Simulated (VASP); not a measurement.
# WC (Qusongite) in VASP: settings compared, part 2 of 2

VASP 6.6.1. The steps go on from the part before.

## (5) Single point, PBE

This run uses another cell than the first one, of 10.38 Å³/atom, 0.991 times its volume.

Contents of INCAR:

```
ALGO = Normal
EDIFF = 1E-7
ENCUT = 520
GGA = PE
ISIF = 2
ISMEAR = 1
LASPH = True
LCHARG = False
LREAL = False
LWAVE = False
NBANDS = 16
NELM = 60
PREC = Accurate
SIGMA = 0.1
```

Contents of KPOINTS:

```
k-points
0
Gamma
  9 9 8
```

Contents of POSCAR:

```
WC
1.0
    2.9065000000      0.0000000000      0.0000000000
   -1.4532500000      2.5171028361      0.0000000000
    0.0000000000      0.0000000000      2.8366000000
W C
1 1
Direct
    0.0059450000      0.0066780000      0.0194740000
    0.6820890000      0.3248480000      0.5199400000
```

Potentials or basis: VASP PAW PBE potentials, release 64 (W_sv, C).

Command:

```sh
cat potpaw_PBE.64/W_sv/POTCAR potpaw_PBE.64/C/POTCAR > POTCAR
mpirun -np 1 vasp_std > vasp.out
```

OUTCAR:

```text
EDIFF = 1E-7
   ENCUT = 520
   GGA = PE
   ISIF = 2
   ISMEAR = 1
   LASPH = True
   LREAL = False
   NELM = 60
   PREC = Accurate

 ion  position               nearest neighbor table
   1  0.006  0.007  0.019-   2 2.15   2 2.15   2 2.22   2 2.22   2 2.23   2 2.23
   2  0.682  0.325  0.520-   1 2.15   1 2.15   1 2.22   1 2.22   1 2.23   1 2.23

  LATTYP: Found a hexagonal cell.
 ALAT       =     2.9065000000
 C/A-ratio  =     0.9759504559

  Lattice vectors:

 A1 = (   2.9065000000,   0.0000000000,   0.0000000000)
 A2 = (  -1.4532500000,   2.5171028361,   0.0000000000)
 A3 = (   0.0000000000,   0.0000000000,   2.8366000000)

Analysis of symmetry for initial positions (statically):
=====================================================================
 Subroutine PRICEL returns:
 Original cell was already a primitive cell.

 Routine SETGRP: Setting up the symmetry group for a
 hexagonal supercell.

 Subroutine GETGRP returns: Found  1 space group operations
 (whereof  1 operations were pure point group operations)
 out of a pool of 24 trial point group operations.

The static configuration has the point symmetry C_1 .

Analysis of symmetry for dynamics (positions and initial velocities):
=====================================================================
 Subroutine PRICEL returns:
 Original cell was already a primitive cell.

 Routine SETGRP: Setting up the symmetry group for a
 hexagonal supercell.

 Subroutine GETGRP returns: Found  1 space group operations
 (whereof  1 operations were pure point group operations)
 out of a pool of 24 trial point group operations.

The dynamic configuration has the point symmetry C_1 .

 Subroutine INISYM returns: Found  1 space group operations
 (whereof  1 operations are pure point group operations),
 and found     1 'primitive' translations

----------------------------------------------------------------------------------------

                                     Primitive cell

  volume of cell :      20.7525

  direct lattice vectors                    reciprocal lattice vectors
     2.906500000  0.000000000  0.000000000     0.344056425  0.198641070  0.000000000
    -1.453250000  2.517102836  0.000000000     0.000000000  0.397282139  0.000000000
     0.000000000  0.000000000  2.836600000     0.000000000  0.000000000  0.352534725

  length of vectors
     2.906500000  2.906500000  2.836600000     0.397282139  0.397282139  0.352534725

  position of ions in fractional coordinates (direct lattice)
     0.005945000  0.006678000  0.019474000
     0.682089000  0.324848000  0.519940000

  ion indices of the primitive-cell ions
   primitive index   ion index
                 1           1
                 2           2

----------------------------------------------------------------------------------------

 KPOINTS: k-points

Automatic generation of k-mesh.
 Grid dimensions read from file:
 generate k-points for:    9    9    8

 Generating k-lattice:

  Cartesian coordinates                     Fractional coordinates (reciprocal lattice)
     0.038228492  0.022071230  0.000000000     0.111111111  0.000000000  0.000000000
     0.000000000  0.044142460  0.000000000     0.000000000  0.111111111  0.000000000
     0.000000000  0.000000000  0.044066841     0.000000000  0.000000000  0.125000000

  Length of vectors
     0.044142460  0.044142460  0.044066841

  Shift w.r.t. Gamma in fractional coordinates (k-lattice)
     0.000000000  0.000000000  0.000000000

 Subroutine IBZKPT returns following result:
 ===========================================

 Found    325 irreducible k-points:

 Following reciprocal coordinates:
            Coordinates               Weight
  0.000000  0.000000  0.000000      1.000000
  0.111111  0.000000  0.000000      2.000000
  0.000000  0.111111  0.000000      2.000000
 -0.111111  0.111111  0.000000      2.000000
  0.222222  0.000000  0.000000      2.000000
  0.000000  0.222222  0.000000      2.000000
[... 16 lines left out ...]
  0.333333  0.111111  0.000000      2.000000
 -0.111111  0.444444  0.000000      2.000000
 [... further k-points ...]
   k-points           NKPTS =    325   k-points in BZ     NKDIM =    325   number of bands    NBANDS=     16
   number of dos      NEDOS =    301   number of ions     NIONS =      2
   total plane-waves  NPLWV =  13824
   dimension x,y,z NGX =    24 NGY =   24 NGZ =   24
   dimension x,y,z NGXF=    48 NGYF=   48 NGZF=   48
   ions per type =               1   1
   NGX,Y,Z   is equivalent  to a cutoff of  13.73, 13.73, 14.07 a.u.
   NGXF,Y,Z  is equivalent  to a cutoff of  27.46, 27.46, 28.13 a.u.
 SYSTEM =  unknown system
   PREC   = accura    normal or accurate (medium, high low for compatibility)
   ISTART =      0    job   : 0-new  1-cont  2-samecut
   ICHARG =      2    charge: 1-file 2-atom 10-const
   ISPIN  =      1    spin polarized calculation?
   LNONCOLLINEAR =      F non collinear calculations
   LSORBIT =      F    spin-orbit coupling
   LASPH  =      T    aspherical Exc in radial PAW
   ENCUT  =  520.0 eV  38.22 Ry    6.18 a.u.   5.40  5.40  5.27*2*pi/ulx,y,z
   NELM   =     60;   NELMIN=  2; NELMDL= -5     # of ELM steps
   EDIFF  = 0.1E-06   stopping-criterion for ELM
   LREAL  =      F    real-space projection
   EDIFFG = 0.1E-05   stopping-criterion for IOM
   NSW    =      0    number of steps for IOM
   IBRION =     -1    ionic relax: 0-MD 1-quasi-New 2-CG
   NFREE  =      0    steps in history (QN), initial steepest desc. (CG)
   ISIF   =      2    stress and relaxation
   ISYM   =      2    0-nonsym 1-usesym 2-fastsym
   POTIM  = 0.5000    time-step for ionic-motion
   TEBEG  =    0.0;   TEEND  =   0.0 temperature during run
   PSTRESS=    0.0 pullay stress
   NELECT =      18.0000    total number of electrons
   NUPDOWN=      -1.0000    fix difference up-down
   EMIN   =  10.00;   EMAX   =-10.00  energy-range for DOS
   EFERMI =   0.00;   METHOD = LEGACY
   ISMEAR =     1;   SIGMA  =   0.10  broadening in eV -4-tet -1-fermi 0-gaus
   EFERMI_NEDOS =   21; number of points for ismear=-14 and -15
   IALGO  =     38    algorithm
   IMIX   =      4    mixing-type and parameters
     AMIX     =   0.40;   BMIX     =  1.00
     AMIX_MAG =   1.60;   BMIX_MAG =  1.00
  volume/ion in A,a.u.               =      10.38        70.02
  Fermi-wavevector in a.u.,A,eV,Ry     =   1.561262  2.950358 33.164744  2.437540
  Thomas-Fermi vector in A             =   2.664353
   LORBIT       =      0    0 simple, 1 ext, 2 COOP (PROOUT), +10 PAW based schemes
   GGA     = PE    functional components
   LHFCALC =     F    Hartree Fock is set to
   AEXX    =    0.0000 exact exchange contribution
   IVDW    =     0    specifies the selected vdW correction
   LEPSILON=     F    determine dielectric tensor
   LRPA    =     F    only Hartree local field effects (RPA)
 non-spin polarized calculation
 Methfessel and Paxton  Order N= 1 SIGMA  =   0.10
  energy-cutoff  :      520.00
  volume of cell :       20.75
 maximum number of plane-waves:       575
 NGX is ok and might be reduce to    24

 number of electron      18.0000000 magnetization

 Free energy of the ion-electron system (eV)
  ---------------------------------------------------
  ext. energy  EPLUGINS =         0.00000000
  ---------------------------------------------------
  free energy    TOTEN  =       -22.40929165 eV

  energy without entropy =      -22.40919984  energy(sigma->0) =      -22.40926105

 E-fermi :  11.0842     XC(G=0): -13.7990

 val. band max:       11.0561991057   @ k =  -0.1111  -0.4444   0.5000
 cond. band min:      11.0985999149   @ k =  -0.2222  -0.4444   0.0000
 fundamental gap:      0.0424008092
 Fermi energy:        11.0841954345

 k-point     1 :       0.0000    0.0000    0.0000
  band No.  band energies     occupation
      1     -62.9101      2.00000
      2     -26.9044      2.00000
      3     -26.7882      2.00000
      4     -26.7844      2.00000
      5      -3.3802      2.00000
      6       6.7393      2.00000
[... 8 lines left out ...]
     15      25.4114      0.00000
     16      27.3992      0.00000
[... 419 lines left out ...]
 k-point    24 :      -0.1111    0.4444    0.0000
  band No.  band energies     occupation
      1     -62.8566      2.00000
      2     -27.4896      2.00000
      3     -27.0099      2.00000
      4     -26.8028      2.00000
      5      -0.4312      2.00000
      6       4.5073      2.00000
[... 8 lines left out ...]
     15      25.6672      0.00000
     16      27.7386      0.00000

 [... further k-points ...]
[... 5 lines left out ...]
  --------------------------------------------------------------------------------------
  -------------------------------------------------------------------------------------
  Total        1.1585713      0.7476456      0.9705885     -0.2684311     -0.0028067      0.0038855
  in kB       89.4466234     57.7214174     74.9335552    -20.7240185     -0.2166917      0.2999777
  external PRESSURE =      74.0338653 kB  Pullay stress =       0.0000000 kB

 VOLUME and BASIS-vectors are now :
 -----------------------------------------------------------------------------
  energy-cutoff  :      520.00
  volume of cell :       20.75
      direct lattice vectors                 reciprocal lattice vectors
     2.906500000  0.000000000  0.000000000     0.344056425  0.198641070  0.000000000
    -1.453250000  2.517102836  0.000000000     0.000000000  0.397282139  0.000000000
     0.000000000  0.000000000  2.836600000     0.000000000  0.000000000  0.352534725

 POSITION                                       TOTAL-FORCE (eV/Angst)
 -----------------------------------------------------------------------------------
      0.00757      0.01681      0.05524         0.831595     -0.620029      0.019706
      1.51041      0.81768      1.47486        -0.831595      0.620029     -0.019706
 -----------------------------------------------------------------------------------
    total drift:                                0.000010     -0.000002     -0.000011

  FREE ENERGIE OF THE ION-ELECTRON SYSTEM (eV)
  ---------------------------------------------------
  free  energy   TOTEN  =       -22.4092916492 eV

  energy  without entropy=      -22.4091998450  energy(sigma->0) =      -22.40926105
```

OSZICAR:

```text
N       E                     dE             d eps       ncg     rms          rms(c)
DAV:   1     0.109885820162E+03    0.10989E+03   -0.94224E+03 10400   0.126E+03
DAV:   2    -0.222555099102E+02   -0.13214E+03   -0.12766E+03 12304   0.337E+02
DAV:   3    -0.254702315589E+02   -0.32147E+01   -0.32008E+01 11704   0.501E+01
DAV:   4    -0.254875336780E+02   -0.17302E-01   -0.17301E-01 13384   0.410E+00
DAV:   5    -0.254876597053E+02   -0.12603E-03   -0.12603E-03 11528   0.335E-01    0.325E+01
DAV:   6    -0.224976203201E+02    0.29900E+01   -0.57677E+00 12728   0.259E+01    0.861E+00
DAV:   7    -0.224370770916E+02    0.60543E-01   -0.42869E-01 10752   0.507E+00    0.631E+00
DAV:   8    -0.224106160514E+02    0.26461E-01   -0.62980E-02 11888   0.214E+00    0.104E+00
DAV:   9    -0.224093492978E+02    0.12668E-02   -0.31975E-03 11448   0.429E-01    0.122E-01
DAV:  10    -0.224092991330E+02    0.50165E-04   -0.32248E-04 12688   0.207E-01    0.689E-02
DAV:  11    -0.224092929659E+02    0.61671E-05   -0.28389E-05 11984   0.460E-02    0.101E-02
DAV:  12    -0.224092917143E+02    0.12516E-05   -0.43371E-06 11584   0.173E-02    0.157E-03
DAV:  13    -0.224092916492E+02    0.65111E-07   -0.16903E-07 12136   0.341E-03
   1 F= -.22409292E+02 E0= -.22409261E+02  d E =-.918042E-04
```

stdout:

```text
POSCAR found type information on POSCAR W C
 POSCAR found :  2 types and       2 ions
 scaLAPACK will be used
 LDA part: xc-table for (Slater+PW92), standard interpolation
 POSCAR, INCAR and KPOINTS ok, starting setup
 FFT: planning ... GRIDC
 FFT: planning ... GRID_SOFT
 FFT: planning ... GRID
 WAVECAR not read
 entering main loop
```

It took 53 s on 1 thread of AMD EPYC 9R45 (Zen 5), shared host; peak memory 0.19 GiB.

Results:

```
Free energy            : -22.4093 eV
Pressure               : 7.4 GPa
Largest force          : 1.037 eV/Å
Band gap on the k mesh : zero (band 9 reaches 11.71 eV, above the bottom of band 10 at 10.52 eV)
```

Forces in eV/Å, atoms in the order of the input:
```
W    0.832 -0.620  0.020
C   -0.832  0.620 -0.020
```

Caveat: spin-orbit coupling is left out, which moves the levels of the heavy elements; forces of over 1 eV/Å act on the atoms, so gaps and moduli don't describe the material at rest.

## (6) The runs side by side

```csv
level,potentials or basis,spin,cell,k mesh,cutoff (eV),smearing,second run,gap on the mesh (eV),pressure (GPa),largest force (eV/Å)
PBE,"VASP PAW PBE potentials, release 64 (W_sv, C_h)",off,"a = 2.917, b = 2.917, c = 2.842 Å, angles 90.0, 90.0, 120.0°, 2 atoms",10 × 10 × 9,910,fermi-dirac 0.05 eV,hard_potentials,none,3.0,-
PBE,"VASP PAW PBE potentials, release 64 (W_sv, C)",off,"a = 2.906, b = 2.907, c = 2.837 Å, angles 90.0, 90.0, 120.0°, 2 atoms",8 × 8 × 7,520,methfessel-paxton 0.1 eV,-,none,7.3,1.03
PBEsol,"VASP PAW PBE potentials, release 64 (W_sv, C)","non-collinear, zero start, SOC","a = 2.906, b = 2.907, c = 2.837 Å, angles 90.0, 90.0, 120.0°, 2 atoms",8 × 8 × 7,520,gaussian 0.05 eV,-,-,-1.8,-
PBE,"VASP PAW PBE potentials, release 64 (W_sv, C)",off,"a = 2.906, b = 2.907, c = 2.837 Å, angles 90.0, 90.0, 120.0°, 2 atoms",9 × 9 × 8,520,methfessel-paxton 0.1 eV,-,none,7.4,1.04
```

Some of these runs hold the atoms at other places in the same cell, which the table doesn't show; runs alike in all that it shows share one row.

Alike in all rows: task single point.

Caveats: spin-orbit coupling is left out, which moves the levels of the heavy elements (some runs); forces of over 1 eV/Å act on the atoms, so gaps and moduli don't describe the material at rest (some runs); the cutoff is under 1.25 times the usual one of these potentials, so pressure, stress and relaxed cells hold a basis-set (Pulay) error (some runs); the PAW data sets were made with another functional, which shifts forces and pressure a little (some runs).

Total energies depend on the potentials used, so only differences within one code and one set of settings carry meaning.
